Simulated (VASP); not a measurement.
Runs of VASP 6.6.1 on Ni. The structure is that of space group Fm-3m (No. 225), or close to it. The cells are those of the table. 

| task | cell | gap on the mesh (eV) | pressure (GPa) | moment (μB) |
| --- | --- | --- | --- | --- |
| single point | a = 2.549 Å, angles 60.0°, 1 atom | none | (b) | (a) |
| electric field gradients | a = 2.466 Å, angles 60.0°, 1 atom | none | -12.3 | 0.60 |
| single point | a = 2.492 Å, angles 60.0°, 1 atom | none | -17.6 | 0.61 |
| electric field gradients | a = 2.492 Å, angles 60.0°, 1 atom | none | -17.7 | 0.61 |
| single point | a = 2.517 Å, angles 60.0°, 1 atom | none | -22.0 | 0.61 |
| single point | a = 2.466 Å, angles 60.0°, 1 atom | none | -12.3 | 0.60 |

Alike in all rows: level LDA; potentials or basis VASP PAW LDA potentials, release 64 (Ni); spin collinear, ferromagnetic start; k mesh 20 × 20 × 20; cutoff (eV) 520; smearing fermi-dirac 0.05 eV.

Question: Estimate the missing entries.

Answer: (a) 0.62; (b) -26.8.

Caveats: the cell stands under tension.

A gap of «none» marks levels without a gap at the run's occupations.
